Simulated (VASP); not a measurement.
# TePb: single point with PBE

Crystal: TePb.

```
CELL_PARAMETERS angstrom
4.00229 0.00000 0.00000
0.00000 4.00229 0.00000
0.00000 0.00000 4.00229
ATOMIC_POSITIONS crystal
Pb 0.99039 0.00759 0.98972
Te 0.48334 0.49709 0.49934
```

```json
{
 "Program": "VASP 6.6.1",
 "Task": "single point",
 "Functional": "PBE",
 "Potentials or basis": "VASP PAW PBE potentials, release 64 (Pb_d, Te)",
 "Cutoff": "520 eV",
 "k mesh": "9 × 9 × 9",
 "Occupations": "fermi-dirac, width 0.05 eV",
 "Spin": "no spin polarisation"
}
```

```json
{
 "Pressure": "-0.3 GPa",
 "Largest force": "0.017 eV/Å",
 "Band gap on the k mesh": "zero (bands 10 and 11 overlap by 0.92 eV)"
}
```

Forces in eV/Å, atoms in the order of the input:
```
Pb   0.008  0.012 -0.011
Te  -0.008 -0.012  0.011
```

Levels at points of the mesh, in eV from the Fermi level:
```csv
k point,band 8,band 9,band 10,band 11,band 12,band 13
"(0.00, 0.00, 0.00)",-1.47,-1.46,-1.46,4.09,4.10,5.36
```

It took 4.7 min on 1 thread of AMD EPYC 7R43 64-Core Processor (Zen 3) (shared host), peak memory 0.45 GiB.

Caveat: spin-orbit coupling is left out, which moves the levels of the heavy elements.
